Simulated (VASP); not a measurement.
Runs of VASP 6.6.1 on Ta. The structure is that of space group Fm-3m (No. 225), or close to it. The cells are those of the table. 

```tsv
spin	cell	gap on the mesh (eV)	pressure (GPa)	moment (μB)
non-collinear, zero start, SOC	a = 2.965 Å, angles 60.0°, 1 atom	-	5.4	0.00
off	a = 2.985 Å, angles 60.0°, 1 atom	none	1.2	-
non-collinear, zero start, SOC	a = 2.985 Å, angles 60.0°, 1 atom	-	1.1	0.00
off	a = 2.965 Å, angles 60.0°, 1 atom	none	(a)	-
```

Alike in all rows: task single point; level PBE; potentials or basis VASP PAW PBE potentials, release 64 (Ta_pv); k mesh 4 × 4 × 4; cutoff (eV) 500; smearing fermi-dirac 0.15 eV.

Task: Estimate the missing entries.

Result: (a) 5.6.

Caveats: all runs use coarse meshes; spin-orbit coupling is left out, which moves the levels of the heavy elements (some runs).

A k mesh can miss the band edges, and rows without SOC leave out spin-orbit coupling on Ta.

A gap of «none» marks levels without a gap at the run's occupations.
